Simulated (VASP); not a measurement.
PbSe (Clausthalite): single point with r2SCAN

PbSe (Clausthalite):

```
Pb Se
1.0
     0.00000    3.15027    3.15027
     3.15027    0.00000    3.15027
     3.15027    3.15027    0.00000
Pb Se
1 1
Direct
  0.00000 0.00000 0.00000
  0.50000 0.50000 0.50000
```

This cell differs from its parent crystal: volume scaled by 1.06.

```json
{
 "Program": "VASP 6.6.1",
 "Task": "single point",
 "Functional": "r2SCAN",
 "Potentials or basis": "VASP PAW PBE potentials, release 64 (Pb_d, Se)",
 "Cutoff": "550 eV",
 "k mesh": "10 × 10 × 10",
 "Occupations": "gaussian, width 0.02 eV",
 "Spin": "no spin polarisation",
 "Dipole correction": "no",
 "Further INCAR settings": "ALGO = Normal; EDIFF = 1e-06; NBANDS = 17"
}
```

* Pressure: -2.7 GPa
* Band gap on the k mesh: 0.84 eV, direct

Levels at points of the mesh, in eV from the valence-band top:
| k point | band 7 | band 8 | band 9 | band 10 | band 11 | band 12 | band 13 | band 14 |
| --- | --- | --- | --- | --- | --- | --- | --- | --- |
| (0.00, 0.00, 0.00) | -6.44 | -1.56 | -1.56 | -1.56 | 4.90 | 4.90 | 4.90 | 7.20 |
| (0.50, 0.00, 0.00) | -8.53 | -1.20 | -1.20 | 0.00 | 0.84 | 2.16 | 2.16 | 9.02 |
| (0.50, 0.50, 0.00) | -7.35 | -4.37 | -2.78 | -2.78 | 4.44 | 5.72 | 5.72 | 6.15 |

Run time: 90 s on 1 thread of Intel(R) Xeon(R) 6975P-C (Granite Rapids), on a shared host, peak memory 0.25 GiB.

Caveat: the PAW data sets were made with another functional, which shifts forces and pressure a little; spin-orbit coupling is left out, which moves the levels of the heavy elements. A k mesh can miss the band edges.
